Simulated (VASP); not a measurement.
# ZnS (P6_3mc) in VASP: a series of runs

Runs on ZnS. Level: r2SCAN. Tasks: single point, relaxation of cell and atoms.

Program: VASP 6.6.1. These are calculated values, not measurements. Logs are shortened: lines on timing, memory, paths and dates and some standing lists are left out, and cuts for length are marked.

## (1) The cell of the first run

The structure is hexagonal, space group P6_3mc (No. 186). Conventional cell: a = 3.806 Å, b = 3.806 Å, c = 6.246 Å, α = 90.00°, β = 90.00°, γ = 120.00°. Within 3.1 Å of Zn (site symmetry 3m) lie 4 S at 2.33 to 2.34 Å. Within 3.1 Å of S (site symmetry 3m) lie 4 Zn at 2.33 to 2.34 Å.

## (2) Single point, r2SCAN

Contents of POSCAR:

```
ZnS
1.0
    3.8062790722      0.0000000000      0.0000000000
   -1.9031395361      3.2963343704      0.0000000000
    0.0000000000      0.0000000000      6.2463562468
Zn S
2 2
Direct
    0.3333333333      0.6666666667      0.0053931040
    0.6666666667      0.3333333333      0.5053931040
    0.3333333333      0.6666666667      0.3796068960
    0.6666666667      0.3333333333      0.8796068960
```

Contents of INCAR.step1:

```
SYSTEM = ZnS
  PREC = Accurate
  ENCUT = 520
  ISMEAR = -1
  SIGMA = 0.1
  LREAL = .FALSE.
  LASPH = .TRUE.
  NELM = 100
  NBANDS = 26
  GGA = PE
  ALGO = Normal
  EDIFF = 1E-4
  LWAVE = .TRUE.
  LCHARG = .FALSE.
```

Contents of INCAR.step2:

```
SYSTEM = ZnS
  PREC = Accurate
  ENCUT = 520
  EDIFF = 1E-6
  ISMEAR = -1
  SIGMA = 0.1
  LREAL = .FALSE.
  LASPH = .TRUE.
  NELM = 100
  ALGO = Normal
  ISIF = 2
  LWAVE = .FALSE.
  LCHARG = .TRUE.
  METAGGA = R2SCAN
  LMIXTAU = .TRUE.
  LELF = .TRUE.
  LVHAR = .TRUE.
  NBANDS = 26
  ISTART = 1
```

Contents of KPOINTS:

```
Automatic mesh
0
G
  8 8 4
  0 0 0
```

Potentials or basis: VASP PAW PBE potentials, release 64 (Zn, S).

Started as:

```console
$ cat potpaw_PBE.64/Zn/POTCAR potpaw_PBE.64/S/POTCAR > POTCAR
$ cp INCAR.step1 INCAR
$ mpirun -np 1 vasp_std > vasp.out
$ cp INCAR.step2 INCAR
$ mpirun -np 1 vasp_std > vasp.out
```

OUTCAR:

```text
SYSTEM = ZnS
   PREC = Accurate
   ENCUT = 520
   EDIFF = 1E-6
   ISMEAR = -1
   LREAL = .FALSE.
   LASPH = .TRUE.
   NELM = 100
   ISIF = 2
   METAGGA = R2SCAN
   ISTART = 1

 ion  position               nearest neighbor table
   1  0.333  0.667  0.005-   4 2.33   4 2.33   4 2.33   3 2.34
   2  0.667  0.333  0.505-   3 2.33   3 2.33   3 2.33   4 2.34
   3  0.333  0.667  0.380-   2 2.33   2 2.33   2 2.33   1 2.34
   4  0.667  0.333  0.880-   1 2.33   1 2.33   1 2.33   2 2.34

  LATTYP: Found a hexagonal cell.
 ALAT       =     3.8062790722
 C/A-ratio  =     1.6410662824

  Lattice vectors:

 A1 = (   3.8062790722,   0.0000000000,   0.0000000000)
 A2 = (  -1.9031395361,   3.2963343704,   0.0000000000)
 A3 = (   0.0000000000,   0.0000000000,   6.2463562468)

Analysis of symmetry for initial positions (statically):
=====================================================================
 Subroutine PRICEL returns:
 Original cell was already a primitive cell.

 Routine SETGRP: Setting up the symmetry group for a
 hexagonal supercell.

 Subroutine GETGRP returns: Found 12 space group operations
 (whereof  6 operations were pure point group operations)
 out of a pool of 24 trial point group operations.

The static configuration has the point symmetry C_3v.
 The point group associated with its full space group is C_6v.

Analysis of symmetry for dynamics (positions and initial velocities):
=====================================================================
 Subroutine PRICEL returns:
 Original cell was already a primitive cell.

 Routine SETGRP: Setting up the symmetry group for a
 hexagonal supercell.

 Subroutine GETGRP returns: Found 12 space group operations
 (whereof  6 operations were pure point group operations)
 out of a pool of 24 trial point group operations.

The dynamic configuration has the point symmetry C_3v.
 The point group associated with its full space group is C_6v.

 Subroutine INISYM returns: Found 12 space group operations
 (whereof  6 operations are pure point group operations),
 and found     1 'primitive' translations

----------------------------------------------------------------------------------------

                                     Primitive cell

  volume of cell :      78.3716

  direct lattice vectors                    reciprocal lattice vectors
     3.806279072  0.000000000  0.000000000     0.262723773  0.151683641  0.000000000
    -1.903139536  3.296334370  0.000000000     0.000000000  0.303367282  0.000000000
     0.000000000  0.000000000  6.246356247     0.000000000  0.000000000  0.160093334

  length of vectors
     3.806279072  3.806279072  6.246356247     0.303367282  0.303367282  0.160093334

  position of ions in fractional coordinates (direct lattice)
     0.333333333  0.666666667  0.005393104
     0.666666667  0.333333333  0.505393104
     0.333333333  0.666666667  0.379606896
     0.666666667  0.333333333  0.879606896

  ion indices of the primitive-cell ions
   primitive index   ion index
                 1           1
                 2           2
                 3           3
                 4           4

----------------------------------------------------------------------------------------

 KPOINTS: Automatic mesh

Automatic generation of k-mesh.
 Grid dimensions read from file:
 generate k-points for:    8    8    4

 Generating k-lattice:

  Cartesian coordinates                     Fractional coordinates (reciprocal lattice)
     0.032840472  0.018960455  0.000000000     0.125000000  0.000000000  0.000000000
     0.000000000  0.037920910  0.000000000     0.000000000  0.125000000  0.000000000
     0.000000000  0.000000000  0.040023334     0.000000000  0.000000000  0.250000000

  Length of vectors
     0.037920910  0.037920910  0.040023334

  Shift w.r.t. Gamma in fractional coordinates (k-lattice)
     0.000000000  0.000000000  0.000000000

 Subroutine IBZKPT returns following result:
 ===========================================

 Found     30 irreducible k-points:

 Following reciprocal coordinates:
            Coordinates               Weight
  0.000000  0.000000  0.000000      1.000000
  0.125000  0.000000  0.000000      6.000000
  0.250000  0.000000  0.000000      6.000000
  0.375000  0.000000  0.000000      6.000000
  0.500000  0.000000  0.000000      3.000000
  0.125000  0.125000  0.000000      6.000000
[... 16 lines left out ...]
  0.250000  0.000000  0.500000      6.000000
  0.375000  0.000000  0.500000      6.000000
 [... further k-points ...]
   k-points           NKPTS =     30   k-points in BZ     NKDIM =     30   number of bands    NBANDS=     26
   number of dos      NEDOS =    301   number of ions     NIONS =      4
   total plane-waves  NPLWV =  37632
   dimension x,y,z NGX =    28 NGY =   28 NGZ =   48
   dimension x,y,z NGXF=    56 NGYF=   56 NGZF=   96
   ions per type =               2   2
   NGX,Y,Z   is equivalent  to a cutoff of  12.23, 12.23, 12.78 a.u.
   NGXF,Y,Z  is equivalent  to a cutoff of  24.46, 24.46, 25.55 a.u.
 SYSTEM =  ZnS
   PREC   = accura    normal or accurate (medium, high low for compatibility)
   ISTART =      1    job   : 0-new  1-cont  2-samecut
   ICHARG =      0    charge: 1-file 2-atom 10-const
   ISPIN  =      1    spin polarized calculation?
   LNONCOLLINEAR =      F non collinear calculations
   LSORBIT =      F    spin-orbit coupling
   LASPH  =      T    aspherical Exc in radial PAW
   ENCUT  =  520.0 eV  38.22 Ry    6.18 a.u.   7.08  7.08 11.61*2*pi/ulx,y,z
   NELM   =    100;   NELMIN=  2; NELMDL=  0     # of ELM steps
   EDIFF  = 0.1E-05   stopping-criterion for ELM
   LREAL  =      F    real-space projection
   EDIFFG = 0.1E-04   stopping-criterion for IOM
   NSW    =      0    number of steps for IOM
   IBRION =     -1    ionic relax: 0-MD 1-quasi-New 2-CG
   NFREE  =      0    steps in history (QN), initial steepest desc. (CG)
   ISIF   =      2    stress and relaxation
   ISYM   =      2    0-nonsym 1-usesym 2-fastsym
   POTIM  = 0.5000    time-step for ionic-motion
   TEBEG  =    0.0;   TEEND  =   0.0 temperature during run
   PSTRESS=    0.0 pullay stress
   NELECT =      36.0000    total number of electrons
   NUPDOWN=      -1.0000    fix difference up-down
   EMIN   =  10.00;   EMAX   =-10.00  energy-range for DOS
   EFERMI =   0.00;   METHOD = LEGACY
   ISMEAR =    -1;   SIGMA  =   0.10  broadening in eV -4-tet -1-fermi 0-gaus
   EFERMI_NEDOS =   21; number of points for ismear=-14 and -15
   IALGO  =     38    algorithm
   IMIX   =      4    mixing-type and parameters
     AMIX     =   0.40;   BMIX     =  1.00
     AMIX_MAG =   1.60;   BMIX_MAG =  1.00
  volume/ion in A,a.u.               =      19.59       132.22
  Fermi-wavevector in a.u.,A,eV,Ry     =   1.263153  2.387014 21.708867  1.595557
  Thomas-Fermi vector in A             =   2.396525
   LORBIT       =      0    0 simple, 1 ext, 2 COOP (PROOUT), +10 PAW based schemes
   METAGGA = R2SCAN    functional components
   LHFCALC =     F    Hartree Fock is set to
   AEXX    =    0.0000 exact exchange contribution
   IVDW    =     0    specifies the selected vdW correction
   LEPSILON=     F    determine dielectric tensor
   LRPA    =     F    only Hartree local field effects (RPA)
 non-spin polarized calculation
  energy-cutoff  :      520.00
  volume of cell :       78.37
 maximum number of plane-waves:      2136
   NGX = 15   NGY = 15   NGZ = 23

 number of electron      35.9999993 magnetization

 Free energy of the ion-electron system (eV)
  ---------------------------------------------------
  ext. energy  EPLUGINS =         0.00000000
  ---------------------------------------------------
  free energy    TOTEN  =       -37.72356675 eV

  energy without entropy =      -37.72356669  energy(sigma->0) =      -37.72356672

 E-fermi :   3.4016     XC(G=0): -10.3117

 val. band max:        1.9157753035   @ k =   0.0000   0.0000   0.0000
 cond. band min:       4.7014239775   @ k =   0.0000   0.0000   0.0000
 fundamental gap:      2.7856486739
 Fermi energy:         3.4015574942

 k-point     1 :       0.0000    0.0000    0.0000
  band No.  band energies     occupation
      1     -11.8355      2.00000
      2     -10.8756      2.00000
      3      -4.6186      2.00000
      4      -4.6037      2.00000
      5      -4.6037      2.00000
      6      -4.5125      2.00000
[... 18 lines left out ...]
     25      10.1544      0.00000
     26      11.7775      0.00000

 k-point     2 :       0.1250    0.0000    0.0000
  band No.  band energies     occupation
      1     -11.7274      2.00000
      2     -10.8156      2.00000
      3      -4.6133      2.00000
      4      -4.5924      2.00000
      5      -4.5819      2.00000
      6      -4.4991      2.00000
[... 18 lines left out ...]
     25      10.6484      0.00000
     26      11.0158      0.00000

 k-point     3 :       0.2500    0.0000    0.0000
  band No.  band energies     occupation
      1     -11.4379      2.00000
      2     -10.6759      2.00000
      3      -4.6117      2.00000
      4      -4.5491      2.00000
      5      -4.5353      2.00000
      6      -4.4365      2.00000
[... 18 lines left out ...]
     25      11.0336      0.00000
     26      11.3346      0.00000

 k-point     4 :       0.3750    0.0000    0.0000
  band No.  band energies     occupation
      1     -11.0808      2.00000
      2     -10.5653      2.00000
      3      -4.5903      2.00000
      4      -4.5001      2.00000
      5      -4.4774      2.00000
      6      -4.3184      2.00000
[... 18 lines left out ...]
     25      11.2842      0.00000
     26      13.0125      0.00000

 k-point     5 :       0.5000    0.0000    0.0000
  band No.  band energies     occupation
      1     -10.8856      2.00000
      2     -10.5535      2.00000
      3      -4.5821      2.00000
      4      -4.4894      2.00000
      5      -4.3477      2.00000
      6      -4.3285      2.00000
[... 18 lines left out ...]
     25      11.5317      0.00000
     26      14.1525      0.00000

 k-point     6 :       0.1250    0.1250    0.0000
  band No.  band energies     occupation
      1     -11.5280      2.00000
      2     -10.7155      2.00000
      3      -4.6016      2.00000
      4      -4.5592      2.00000
      5      -4.5563      2.00000
      6      -4.4700      2.00000
[... 427 lines left out ...]
 k-point    21 :       0.0000    0.0000    0.5000
  band No.  band energies     occupation
      1     -11.3965      2.00000
      2     -11.3965      2.00000
      3      -4.5847      2.00000
      4      -4.5847      2.00000
      5      -4.5657      2.00000
      6      -4.5657      2.00000
[... 18 lines left out ...]
     25       9.2691      0.00000
     26       9.2691      0.00000

 k-point    22 :       0.1250    0.0000    0.5000
  band No.  band energies     occupation
      1     -11.3070      2.00000
      2     -11.3070      2.00000
      3      -4.6006      2.00000
      4      -4.6006      2.00000
      5      -4.5385      2.00000
      6      -4.5385      2.00000
[... 18 lines left out ...]
     25       9.7674      0.00000
     26       9.7674      0.00000

 k-point    23 :       0.2500    0.0000    0.5000
  band No.  band energies     occupation
      1     -11.0772      2.00000
      2     -11.0772      2.00000
      3      -4.6054      2.00000
      4      -4.6054      2.00000
      5      -4.4736      2.00000
      6      -4.4736      2.00000
[... 18 lines left out ...]
     25      10.5497      0.00000
     26      10.5497      0.00000

 k-point    24 :       0.3750    0.0000    0.5000
  band No.  band energies     occupation
      1     -10.8239      2.00000
      2     -10.8239      2.00000
      3      -4.5929      2.00000
      4      -4.5929      2.00000
      5      -4.4123      2.00000
      6      -4.4123      2.00000
[... 18 lines left out ...]
     25      11.3830      0.00000
     26      11.3830      0.00000

 [... further k-points ...]

------------------------ aborting loop because EDIFF is reached ----------------------------------------

  FORCE on cell =-STRESS in cart. coord.  units (eV):
  Direction    XX          YY          ZZ          XY          YZ          ZX
  --------------------------------------------------------------------------------------
  -------------------------------------------------------------------------------------
  Total        0.0277115      0.0277115      0.0084241      0.0000000      0.0000000      0.0000000
  in kB        0.5665164      0.5665164      0.1722170      0.0000000      0.0000000      0.0000000
  external PRESSURE =       0.4350833 kB  Pullay stress =       0.0000000 kB

 VOLUME and BASIS-vectors are now :
 -----------------------------------------------------------------------------
  energy-cutoff  :      520.00
  volume of cell :       78.37
      direct lattice vectors                 reciprocal lattice vectors
     3.806279072  0.000000000  0.000000000     0.262723773  0.151683641  0.000000000
    -1.903139536  3.296334370  0.000000000     0.000000000  0.303367282  0.000000000
     0.000000000  0.000000000  6.246356247     0.000000000  0.000000000  0.160093334

 POSITION                                       TOTAL-FORCE (eV/Angst)
 -----------------------------------------------------------------------------------
     -0.00000      2.19756      0.03369        -0.000000     -0.000000      0.002939
      1.90314      1.09878      3.15687        -0.000000      0.000000      0.002939
     -0.00000      2.19756      2.37116         0.000000     -0.000000     -0.002939
      1.90314      1.09878      5.49434         0.000000     -0.000000     -0.002939
 -----------------------------------------------------------------------------------
    total drift:                               -0.000000      0.000000      0.013796

  FREE ENERGIE OF THE ION-ELECTRON SYSTEM (eV)
  ---------------------------------------------------
  free  energy   TOTEN  =       -37.7235667473 eV

  energy  without entropy=      -37.7235666918  energy(sigma->0) =      -37.72356672
```

Wall time 4.6 min (1 thread of Intel Xeon 8259CL, shared host); peak memory 0.23 GiB.

Results:

* Free energy: -37.7236 eV
* Pressure: 0.0 GPa
* Band gap on the k mesh: 2.79 eV

Forces in eV/Å, atoms in the order of the input:
```
Zn   0.000  0.000  0.003
Zn   0.000  0.000  0.003
S    0.000  0.000 -0.003
S    0.000  0.000 -0.003
```

Caveat: the PAW data sets were made with another functional, which shifts forces and pressure a little.

(Part 1 of 2 ends here.)
